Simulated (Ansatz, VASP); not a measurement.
# One calculation of Ge, two programs

```
CELL_PARAMETERS angstrom
0.00000 2.53358 2.53358
2.53358 0.00000 2.53358
2.53358 2.53358 0.00000
ATOMIC_POSITIONS crystal
Ge 0.87500 0.87500 0.87500
Ge 0.12500 0.12500 0.12500
```

Change from the starting cell: volume scaled by 0.68, LAPW.

Alike in both runs: task single point; functional PBE; k mesh 11 × 11 × 11; occupations fermi-dirac, width 0.08 eV; no spin polarisation.

|  | VASP | Ansatz |
| --- | --- | --- |
| version | VASP 6.6.1 | Ansatz 0.2.0 |
| potentials or method | VASP PAW PBE potentials, release 64 (Ge_d), cutoff 520 eV | all-electron LAPW, scalar-relativistic |

VASP gave:

```
pressure (GPa) : 55.3
```

Problem. Estimate Ansatz's values.

Solution. Pressure (GPa): 55.9.

Both programs put the cell under a high pressure, so it lies far from rest at this level. Ansatz ran all-electron here, and VASP with PAW potentials.
